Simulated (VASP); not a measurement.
# Si2B3 (P4/mmm) in VASP: further runs

The runs below take Si2B3 through single point, relaxation of cell and atoms, with PBE.

Program: VASP 6.6.1. These are calculated values, not measurements. Logs are shortened: lines on timing, memory, paths and dates and some standing lists are left out, and cuts for length are marked.

## 1. The cell of the first run

Symmetry: P4/mmm, No. 123, tetragonal system. The conventional cell has a = 4.233 Å, b = 4.233 Å, c = 3.851 Å, α = 90.00°, β = 90.00°, γ = 90.00°. Si (site symmetry 4/mmm) has 6 B at 1.93 to 2.12 Å within 2.6 Å. Si (site symmetry 4/mmm) has 4 B at 2.12 Å within 2.8 Å. B (site symmetry mmm) has 4 Si at 2.12 Å within 2.8 Å. B (site symmetry 4/mmm) has 2 Si at 1.93 Å within 2.6 Å.

## 2. Single point, PBE

INCAR reads:

```
SYSTEM = Si2B3
PREC = Accurate
ENCUT = 500
EDIFF = 1E-6
ISMEAR = 0
SIGMA = 0.2
LREAL = .FALSE.
LASPH = .TRUE.
NELM = 120
ALGO = Normal
ISIF = 2
LWAVE = .FALSE.
LCHARG = .FALSE.
GGA = PE
NBANDS = 16
GGA_COMPAT = .FALSE.
```

KPOINTS reads:

```
regular mesh
0
G
  4 4 4
  0 0 0
```

POSCAR reads:

```
Si2B3
1.0
    4.2325796613      0.0000000000      0.0000000000
    0.0000000000      4.2325796613      0.0000000000
    0.0000000000      0.0000000000      3.8510195206
Si B
2 3
Direct
    0.5000000000      0.5000000000      0.0000000000
    0.0000000000      0.0000000000      0.0000000000
    0.0000000000      0.5000000000      0.0000000000
    0.5000000000      0.0000000000      0.0000000000
    0.5000000000      0.5000000000      0.5000000000
```

Potentials or basis: VASP PAW PBE potentials, release 64 (Si, B).

Command:

```console
> cat potpaw_PBE.64/Si/POTCAR potpaw_PBE.64/B/POTCAR > POTCAR
> mpirun -np 1 vasp_std > vasp.out
```

OUTCAR:

```text
SYSTEM = Si2B3
   PREC = Accurate
   ENCUT = 500
   EDIFF = 1E-6
   ISMEAR = 0
   LREAL = .FALSE.
   LASPH = .TRUE.
   NELM = 120
   ISIF = 2
   GGA = PE

 ion  position               nearest neighbor table
   1  0.500  0.500  0.000-   5 1.93   5 1.93   3 2.12   4 2.12   4 2.12   3 2.12   2 2.99   2 2.99
                             2 2.99   2 2.99
   2  0.000  0.000  0.000-   3 2.12   4 2.12   3 2.12   4 2.12   1 2.99   1 2.99   1 2.99   1 2.99

   3  0.000  0.500  0.000-   1 2.12   2 2.12   2 2.12   1 2.12
   4  0.500  0.000  0.000-   1 2.12   2 2.12   1 2.12   2 2.12
   5  0.500  0.500  0.500-   1 1.93   1 1.93

  LATTYP: Found a simple tetragonal cell.
 ALAT       =     4.2325796613
 C/A-ratio  =     0.9098516339

  Lattice vectors:

 A1 = (   4.2325796613,   0.0000000000,   0.0000000000)
 A2 = (   0.0000000000,   4.2325796613,   0.0000000000)
 A3 = (   0.0000000000,   0.0000000000,   3.8510195206)

Analysis of symmetry for initial positions (statically):
=====================================================================
 Subroutine PRICEL returns:
 Original cell was already a primitive cell.

 Routine SETGRP: Setting up the symmetry group for a
 simple tetragonal supercell.

 Subroutine GETGRP returns: Found 16 space group operations
 (whereof 16 operations were pure point group operations)
 out of a pool of 16 trial point group operations.

The static configuration has the point symmetry D_4h.

Analysis of symmetry for dynamics (positions and initial velocities):
=====================================================================
 Subroutine PRICEL returns:
 Original cell was already a primitive cell.

 Routine SETGRP: Setting up the symmetry group for a
 simple tetragonal supercell.

 Subroutine GETGRP returns: Found 16 space group operations
 (whereof 16 operations were pure point group operations)
 out of a pool of 16 trial point group operations.

The dynamic configuration has the point symmetry D_4h.

 Subroutine INISYM returns: Found 16 space group operations
 (whereof 16 operations are pure point group operations),
 and found     1 'primitive' translations

----------------------------------------------------------------------------------------

                                     Primitive cell

  volume of cell :      68.9900

  direct lattice vectors                    reciprocal lattice vectors
     4.232579661  0.000000000  0.000000000     0.236262535  0.000000000  0.000000000
     0.000000000  4.232579661  0.000000000     0.000000000  0.236262535  0.000000000
     0.000000000  0.000000000  3.851019521     0.000000000  0.000000000  0.259671496

  length of vectors
     4.232579661  4.232579661  3.851019521     0.236262535  0.236262535  0.259671496

  position of ions in fractional coordinates (direct lattice)
     0.500000000  0.500000000  0.000000000
     0.000000000  0.000000000  0.000000000
     0.000000000  0.500000000  0.000000000
     0.500000000  0.000000000  0.000000000
     0.500000000  0.500000000  0.500000000

  ion indices of the primitive-cell ions
   primitive index   ion index
                 1           1
                 2           2
                 3           3
                 4           4
                 5           5

----------------------------------------------------------------------------------------

 KPOINTS: regular mesh

Automatic generation of k-mesh.
 Grid dimensions read from file:
 generate k-points for:    4    4    4

 Generating k-lattice:

  Cartesian coordinates                     Fractional coordinates (reciprocal lattice)
     0.059065634  0.000000000  0.000000000     0.250000000  0.000000000  0.000000000
     0.000000000  0.059065634  0.000000000     0.000000000  0.250000000  0.000000000
     0.000000000  0.000000000  0.064917874     0.000000000  0.000000000  0.250000000

  Length of vectors
     0.059065634  0.059065634  0.064917874

  Shift w.r.t. Gamma in fractional coordinates (k-lattice)
     0.000000000  0.000000000  0.000000000

 Subroutine IBZKPT returns following result:
 ===========================================

 Found     18 irreducible k-points:

 Following reciprocal coordinates:
            Coordinates               Weight
  0.000000  0.000000  0.000000      1.000000
  0.250000  0.000000  0.000000      4.000000
  0.500000  0.000000  0.000000      2.000000
  0.250000  0.250000  0.000000      4.000000
  0.500000  0.250000  0.000000      4.000000
  0.500000  0.500000  0.000000      1.000000
[... 10 lines left out ...]
  0.500000  0.250000  0.500000      4.000000
  0.500000  0.500000  0.500000      1.000000
   k-points           NKPTS =     18   k-points in BZ     NKDIM =     18   number of bands    NBANDS=     16
   number of dos      NEDOS =    301   number of ions     NIONS =      5
   total plane-waves  NPLWV =  28672
   dimension x,y,z NGX =    32 NGY =   32 NGZ =   28
   dimension x,y,z NGXF=    64 NGYF=   64 NGZF=   56
   ions per type =               2   3
   NGX,Y,Z   is equivalent  to a cutoff of  12.57, 12.57, 12.09 a.u.
   NGXF,Y,Z  is equivalent  to a cutoff of  25.14, 25.14, 24.17 a.u.
 SYSTEM =  Si2B3
   PREC   = accura    normal or accurate (medium, high low for compatibility)
   ISTART =      0    job   : 0-new  1-cont  2-samecut
   ICHARG =      2    charge: 1-file 2-atom 10-const
   ISPIN  =      1    spin polarized calculation?
   LNONCOLLINEAR =      F non collinear calculations
   LSORBIT =      F    spin-orbit coupling
   LASPH  =      T    aspherical Exc in radial PAW
   ENCUT  =  500.0 eV  36.75 Ry    6.06 a.u.   7.72  7.72  7.02*2*pi/ulx,y,z
   NELM   =    120;   NELMIN=  2; NELMDL= -5     # of ELM steps
   EDIFF  = 0.1E-05   stopping-criterion for ELM
   LREAL  =      F    real-space projection
   EDIFFG = 0.1E-04   stopping-criterion for IOM
   NSW    =      0    number of steps for IOM
   IBRION =     -1    ionic relax: 0-MD 1-quasi-New 2-CG
   NFREE  =      0    steps in history (QN), initial steepest desc. (CG)
   ISIF   =      2    stress and relaxation
   ISYM   =      2    0-nonsym 1-usesym 2-fastsym
   POTIM  = 0.5000    time-step for ionic-motion
   TEBEG  =    0.0;   TEEND  =   0.0 temperature during run
   PSTRESS=    0.0 pullay stress
   NELECT =      17.0000    total number of electrons
   NUPDOWN=      -1.0000    fix difference up-down
   EMIN   =  10.00;   EMAX   =-10.00  energy-range for DOS
   EFERMI =   0.00;   METHOD = LEGACY
   ISMEAR =     0;   SIGMA  =   0.20  broadening in eV -4-tet -1-fermi 0-gaus
   EFERMI_NEDOS =   21; number of points for ismear=-14 and -15
   IALGO  =     38    algorithm
   IMIX   =      4    mixing-type and parameters
     AMIX     =   0.40;   BMIX     =  1.00
     AMIX_MAG =   1.60;   BMIX_MAG =  1.00
  volume/ion in A,a.u.               =      13.80        93.11
  Fermi-wavevector in a.u.,A,eV,Ry     =   1.026351  1.939522 14.332321  1.053396
  Thomas-Fermi vector in A             =   2.160239
   LORBIT       =      0    0 simple, 1 ext, 2 COOP (PROOUT), +10 PAW based schemes
   GGA     = PE    functional components
   LHFCALC =     F    Hartree Fock is set to
   AEXX    =    0.0000 exact exchange contribution
   IVDW    =     0    specifies the selected vdW correction
   LEPSILON=     F    determine dielectric tensor
   LRPA    =     F    only Hartree local field effects (RPA)
 non-spin polarized calculation
 Gauss-broadening in eV      SIGMA  =   0.20
  energy-cutoff  :      500.00
  volume of cell :       68.99
 maximum number of plane-waves:      1800
 NGX is ok and might be reduce to    32
   NGX = 15   NGY = 15   NGZ = 15

 number of electron      17.0000000 magnetization

 Free energy of the ion-electron system (eV)
  ---------------------------------------------------
  ext. energy  EPLUGINS =         0.00000000
  ---------------------------------------------------
  free energy    TOTEN  =       -23.96792282 eV

  energy without entropy =      -23.90965139  energy(sigma->0) =      -23.93878710

 E-fermi :   4.9113     XC(G=0):  -9.8870

 val. band max:        4.9085219241   @ k =   0.5000   0.2500   0.2500
 cond. band min:       4.9266568836   @ k =   0.5000   0.2500   0.0000
 fundamental gap:      0.0181349595
 Fermi energy:         4.9112529079

 k-point     1 :       0.0000    0.0000    0.0000
  band No.  band energies     occupation
      1      -8.1099      2.00000
      2      -1.6368      2.00000
      3      -1.0613      2.00000
      4      -1.0613      2.00000
      5       0.1222      2.00000
      6       0.1449      2.00000
[... 8 lines left out ...]
     15      10.1663      0.00000
     16      12.2660      0.00000

 k-point     2 :       0.2500    0.0000    0.0000
  band No.  band energies     occupation
      1      -7.6832      2.00000
      2      -3.9764      2.00000
      3      -0.6257      2.00000
      4      -0.4513      2.00000
      5       0.3690      2.00000
      6       2.2155      2.00000
[... 8 lines left out ...]
     15      11.0721      0.00000
     16      12.4994      0.00000

 k-point     3 :       0.5000    0.0000    0.0000
  band No.  band energies     occupation
      1      -6.7963      2.00000
      2      -5.6957      2.00000
      3       0.1041      2.00000
      4       0.3615      2.00000
      5       0.6832      2.00000
      6       1.0931      2.00000
[... 8 lines left out ...]
     15      10.0903      0.00000
     16      13.5973      0.00000

 k-point     4 :       0.2500    0.2500    0.0000
  band No.  band energies     occupation
      1      -7.2676      2.00000
      2      -3.9426      2.00000
      3      -2.9638      2.00000
      4       0.0485      2.00000
      5       0.5984      2.00000
      6       2.0096      2.00000
[... 8 lines left out ...]
     15      10.6199      0.00000
     16      12.4412      0.00000

 k-point     5 :       0.5000    0.2500    0.0000
  band No.  band energies     occupation
      1      -6.4375      2.00000
      2      -5.2419      2.00000
      3      -2.3833      2.00000
      4      -1.6631      2.00000
      5       0.8832      2.00000
      6       2.5777      2.00000
[... 8 lines left out ...]
     15       9.5848      0.00000
     16      12.5839      0.00000

 k-point     6 :       0.5000    0.5000    0.0000
  band No.  band energies     occupation
      1      -5.8514      2.00000
      2      -3.9946      2.00000
      3      -3.7718      2.00000
      4      -3.7718      2.00000
      5       1.1224      2.00000
      6       3.2671      2.00000
[... 8 lines left out ...]
     15      10.6884      0.00000
     16      10.6884      0.00000
[... 153 lines left out ...]
 k-point    15 :       0.5000    0.0000    0.5000
  band No.  band energies     occupation
      1      -5.8963      2.00000
      2      -5.1683      2.00000
      3      -2.8272      2.00000
      4       0.9276      2.00000
      5       1.1325      2.00000
      6       1.1634      2.00000
[... 8 lines left out ...]
     15      11.3869      0.00000
     16      11.7987      0.00000

 k-point    16 :       0.2500    0.2500    0.5000
  band No.  band energies     occupation
      1      -6.4872      2.00000
      2      -3.2040      2.00000
      3      -2.9199      2.00000
      4      -2.4015      2.00000
      5       0.6325      2.00000
      6       2.0613      2.00000
[... 8 lines left out ...]
     15      13.0088      0.00000
     16      13.5064      0.00000

 k-point    17 :       0.5000    0.2500    0.5000
  band No.  band energies     occupation
      1      -5.5082      2.00000
      2      -4.7240      2.00000
      3      -2.6165      2.00000
      4      -1.6574      2.00000
      5      -1.1949      2.00000
      6       1.3457      2.00000
[... 8 lines left out ...]
     15      11.3096      0.00000
     16      13.7174      0.00000

 k-point    18 :       0.5000    0.5000    0.5000
  band No.  band energies     occupation
      1      -4.8062      2.00000
      2      -3.5725      2.00000
      3      -3.1876      2.00000
      4      -3.1876      2.00000
      5      -2.3600      2.00000
      6       2.1001      2.00000
[... 8 lines left out ...]
     15      10.3558      0.00000
     16      11.9629      0.00000

------------------------ aborting loop because EDIFF is reached ----------------------------------------

  FORCE on cell =-STRESS in cart. coord.  units (eV):
  Direction    XX          YY          ZZ          XY          YZ          ZX
  --------------------------------------------------------------------------------------
  -------------------------------------------------------------------------------------
  Total        0.1688789      0.1688789     -0.2100531      0.0000000      0.0000000      0.0000000
  in kB        3.9219319      3.9219319     -4.8781323      0.0000000      0.0000000      0.0000000
  external PRESSURE =       0.9885772 kB  Pullay stress =       0.0000000 kB

 VOLUME and BASIS-vectors are now :
 -----------------------------------------------------------------------------
  energy-cutoff  :      500.00
  volume of cell :       68.99
      direct lattice vectors                 reciprocal lattice vectors
     4.232579661  0.000000000  0.000000000     0.236262535  0.000000000  0.000000000
     0.000000000  4.232579661  0.000000000     0.000000000  0.236262535  0.000000000
     0.000000000  0.000000000  3.851019521     0.000000000  0.000000000  0.259671496

 POSITION                                       TOTAL-FORCE (eV/Angst)
 -----------------------------------------------------------------------------------
      2.11629      2.11629      0.00000         0.000000      0.000000      0.000000
      0.00000      0.00000      0.00000         0.000000      0.000000      0.000000
      0.00000      2.11629      0.00000         0.000000      0.000000      0.000000
      2.11629      0.00000      0.00000         0.000000      0.000000      0.000000
      2.11629      2.11629      1.92551         0.000000      0.000000      0.000000
 -----------------------------------------------------------------------------------
    total drift:                                0.000000      0.000000      0.000000

  FREE ENERGIE OF THE ION-ELECTRON SYSTEM (eV)
  ---------------------------------------------------
  free  energy   TOTEN  =       -23.9679228175 eV

  energy  without entropy=      -23.9096513889  energy(sigma->0) =      -23.93878710
```

Wall time 16 s (1 thread of AMD EPYC 7R13 (Zen 3), shared host); peak memory 0.14 GiB.

What came out:

| Item | Value |
| --- | --- |
| Free energy | -23.9679 eV |
| Pressure | 0.1 GPa |

Stress tensor (GPa, compression positive):
```
 0.39  0.00  0.00
 0.00  0.39  0.00
 0.00  0.00 -0.49
```

Levels at points of the mesh, in eV from the Fermi level:
```csv
k point,band 4,band 5,band 6,band 7,band 8,band 9,band 10,band 11,band 12,band 13
"(0.00, 0.00, 0.00)",-5.97,-4.79,-4.77,-1.07,-0.80,-0.80,0.77,2.91,3.44,3.44
"(0.50, 0.00, 0.00)",-4.55,-4.23,-3.82,-3.34,-0.87,-0.54,1.46,2.64,2.92,3.50
"(0.50, 0.50, 0.00)",-8.68,-3.79,-1.64,0.77,0.77,1.58,1.58,1.74,1.87,1.94
"(0.00, 0.00, 0.50)",-5.42,-5.28,-4.37,-1.43,-0.25,-0.25,0.07,0.07,1.18,2.41
"(0.50, 0.00, 0.50)",-3.98,-3.78,-3.75,-3.57,-2.73,0.41,1.04,1.51,1.95,3.67
"(0.50, 0.50, 0.50)",-8.10,-7.27,-2.81,-2.81,-1.12,1.58,1.88,1.97,5.03,5.03
```

Caveat: the k points lie up to 0.41 Å⁻¹ apart.

## 3. Relaxation of cell and atoms, PBE

This run uses another cell than the first one, of 12.81 Å³/atom, 0.928 times its volume.

INCAR reads:

```
SYSTEM = Si2B3
  ALGO = Normal
  EDIFF = 1E-7
  EDIFFG = -0.08
  ENCUT = 500
  GGA = PE
  GGA_COMPAT = .FALSE.
  IBRION = 2
  ISIF = 3
  ISMEAR = 0
  LASPH = .TRUE.
  LCHARG = .FALSE.
  LREAL = .FALSE.
  LWAVE = .FALSE.
  NELM = 120
  NELMIN = 4
  NSW = 36
  PREC = Accurate
  SIGMA = 0.2
```

KPOINTS reads:

```
k-points
0
G
  4 4 4
  0 0 0
```

POSCAR reads:

```
Si2B3
1.0
    4.0342546100      0.0000000000      0.0000000000
    0.0000000000      4.0342546100      0.0000000000
    0.0000000000      0.0000000000      3.9343376600
Si B
2 3
Direct
    0.0000000000      0.5000000000      0.5000000000
    0.5000000000      0.0000000000      0.5000000000
    0.5000000000      0.5000000000      0.8457674500
    0.5000000000      0.5000000000      0.1542325500
    0.5000000000      0.5000000000      0.5000000000
```

Potentials or basis: VASP PAW PBE potentials, release 64 (Si, B).

Command:

```console
> cat potpaw_PBE.64/Si/POTCAR potpaw_PBE.64/B/POTCAR > POTCAR
> mpirun -np 1 vasp_std > vasp.out
```

It took 2.1 min on 1 thread of Intel Xeon 6975P-C (Granite Rapids), shared host; peak memory 0.16 GiB.

The run converged. Its results:

- Free energy: -25.2987 eV
- Relaxed volume: 18.14 Å³/atom
- Relaxed cell: a = 4.405 Å, b = 4.405 Å, c = 4.674 Å, α = 90.00°, β = 90.00°, γ = 90.00°
- Space group after relaxing (to 0.05 Å): P4/mmm (No. 123)
- Energy gained by relaxing: 976.7 meV/atom
- Ionic steps: 22
- Pressure after relaxing: -0.3 GPa
- Largest force after relaxing: 0.050 eV/Å

Forces in eV/Å, atoms in the order of the input:
```
Si   0.000  0.000  0.000
Si   0.000  0.000  0.000
B    0.000  0.000 -0.050
B    0.000  0.000  0.050
B    0.000  0.000  0.000
```

Stress tensor (GPa, compression positive):
```
-0.13  0.00  0.00
 0.00 -0.13  0.00
 0.00  0.00 -0.49
```

The path:
```tsv
step	energy change (eV)	largest force (eV/Å)	pressure (GPa)	volume (Å³)
1	0.0000	12.6942	50.37	64.03
2	12.2409	37.9801	38.07	104.75
3	8.6751	31.8070	34.87	96.16
4	6.3630	28.5500	33.42	89.81
5	2.4913	25.1285	35.89	76.56
6	0.9719	22.9928	41.20	70.21
7	-2.5041	5.3450	1.61	90.80
8	-2.5619	7.3034	5.19	87.13
9	-2.5647	6.9093	4.45	87.82
10	-3.3448	6.6891	4.17	85.19
11	-4.2634	0.0271	15.31	77.16
12	-4.3183	4.8183	9.01	80.27
13	-4.4088	3.2862	11.40	78.95
14	-4.4083	2.7920	12.09	78.61
15	-4.7150	0.1789	6.46	82.10
16	-4.7426	1.3143	4.35	83.73
17	-4.8151	0.5483	2.44	86.03
18	-4.8477	0.4062	-0.12	89.29
19	-4.8748	0.3426	-0.34	90.25
20	-4.8816	0.2883	-0.48	90.99
21	-4.8834	0.0970	-0.22	90.64
22	-4.8834	0.0499	-0.25	90.68
```

Final structure:
```yaml
crystal:
  lattice:
    - [4.40470, 0.00000, 0.00000]
    - [0.00000, 4.40470, 0.00000]
    - [0.00000, 0.00000, 4.67407]
  atoms:
    - { symbol: Si, position: [0.00000, 0.50000, 0.50000] }
    - { symbol: Si, position: [0.50000, 0.00000, 0.50000] }
    - { symbol: B, position: [0.50000, 0.50000, 0.83144] }
    - { symbol: B, position: [0.50000, 0.50000, 0.16856] }
    - { symbol: B, position: [0.50000, 0.50000, 0.50000] }
```

Levels at points of the mesh, in eV from the Fermi level:
```csv
k point,band 6,band 7,band 8,band 9,band 10,band 11
"(0.00, 0.00, 0.00)",-4.45,-3.58,1.72,2.00,2.00,2.68
"(0.50, 0.00, 0.00)",-3.61,-0.78,0.27,0.27,1.16,2.29
"(0.50, 0.50, 0.00)",-3.07,-0.50,-0.50,0.80,0.80,3.07
"(0.00, 0.00, 0.50)",-4.09,-3.52,-0.88,-0.88,0.73,1.45
"(0.50, 0.00, 0.50)",-3.51,-3.17,-0.71,0.43,0.96,1.39
"(0.50, 0.50, 0.50)",-2.88,-2.88,-2.86,2.96,2.96,3.47
```

Caveat: the k points lie up to 0.36 Å⁻¹ apart in the final cell; the volume moved by over 15 % at a fixed basis, so the end points are rough; the relaxation stopped at a loose force limit of 0.08 eV/Å, so its end isn't a converged minimum.

(Part 1 of 2 ends here.)
